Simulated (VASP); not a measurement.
Input of a VASP 6.6.1 run:

The input INCAR:

```
ALGO     = Normal         # electronic algorithm
EDIFF    = 1E-6           # SCF threshold, eV
ENCUT    = 520            # plane-wave cutoff, eV
GGA      = PE             # functional
ISIF     = 2              # what is computed and relaxed
ISMEAR   = -1             # smearing method
ISYM     = 0            
LASPH    = T              # aspherical terms in the spheres
LCHARG   = T              # write CHGCAR
LELF     = T              # ELF
LREAL    = Auto         
LVHAR    = T            
LWAVE    = F              # write WAVECAR
NBANDS   = 90             # bands
NELM     = 100            # most SCF steps
PREC     = Accurate       # precision mode
SIGMA    = 0.05           # smearing width, eV
```

File KPOINTS:

```
Automatic mesh
0
Gamma
  1 1 1
  0.25 0.25 0.25
```

POSCAR

```
ZrAl2
1.0
    7.7016390000      0.1689720000     -0.1318520000
    0.1689720000      7.7666440000      0.1814760000
   -0.1318520000      0.1814760000      7.7043200000
Al Zr
16 8
Direct
    0.3904437924      0.2279078635      0.0727572307
    0.1326948347      0.1673075213      0.3716212177
    0.7491232888      0.2529625095      0.2062442603
    0.4199381168      0.8253239675      0.6153142897
    0.6381109764      0.3406759784      0.8472308646
    0.9334579902      0.9693278199      0.1087562001
    0.6511533608      0.8024208625      0.3457875250
    0.8828094954      0.4888526658      0.3637521769
    0.2199722370      0.5137072719      0.2108948276
    0.6983267654      0.0413918954      0.6293626362
    0.9316897442      0.2943474457      0.6647418798
    0.1770639402      0.5601698066      0.5468749817
    0.0733940606      0.2762727521      1.0025476979
    0.4734589321      0.1023768192      0.3743712062
   -0.0011520269      0.8453559469      0.4163303558
    0.5519628970      0.5838690269      0.1332895306
    0.0696443303      0.9476986351      0.7638262931
    0.7928481475      0.6707962090      0.6825834339
    0.5205243045      0.4473129588      0.4746052350
    0.3315565017      0.1957897577      0.7088589578
    0.2978374667      0.8593266127      0.1871703550
    0.3164303539      0.5666118803      0.8656592039
    0.5927929377      0.9467380971      0.9775994107
    0.9077641199      0.6284524773      0.0225132748
```

Potentials or basis: VASP PAW PBE potentials, release 64 (Al, Zr_sv).

Launch:

```sh
$ cat potpaw_PBE.64/Al/POTCAR potpaw_PBE.64/Zr_sv/POTCAR > POTCAR
$ mpirun -np 1 vasp_std > vasp.out
```

Estimate the pressure.

0.3 GPa.

Predict the band gap on the k mesh.

0.18 eV.

Estimate the largest force.

1.000 eV/Å.

Stress tensor (GPa, compression positive):
```
 0.60  2.40  2.45
 2.40 -2.73 -0.75
 2.45 -0.75  3.09
```

Caveat: the k points lie up to 0.82 Å⁻¹ apart.
